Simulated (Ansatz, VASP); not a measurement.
Two plane-wave programs on Se

```
Se
1.0
     3.59914    0.00000    0.00000
    -1.79957    3.11695    0.00000
     0.00000    0.00000    3.91132
Se
2
Direct
  0.33333 0.66667 0.25000
  0.66667 0.33333 0.75000
```

Alike in both runs: functional PBE; k mesh 6 × 6 × 4; occupations gaussian, width 0.1 eV; no spin polarisation.

Ansatz relaxed the structure, and its values are those at the end. VASP's run is a single point on that final structure, the one shown.

```csv
,VASP,Ansatz
version,VASP 6.6.1,Ansatz 0.2.0
potentials or method,"VASP PAW PBE potentials, release 64 (Se), cutoff 520 eV","scalar-relativistic, plane waves, PAW"
valence electrons in the cell,12,32
```

|  | VASP | Ansatz | Ansatz less VASP |
| --- | --- | --- | --- |
| gap on the k mesh at the Fermi level (eV) | none | none | - |
| pressure (GPa) | 0.0 | 0.0 | -0.02 |

A gap of «none» marks a metal or a gap that the smearing closes. With one functional, cell and mesh, what is left measures potentials, basis and numerics. VASP's potentials hold 12 valence electrons a cell and Ansatz's 32, so a difference there can come from the potentials and not from the codes.

The k mesh is coarse, so the values compare programs but aren't converged.
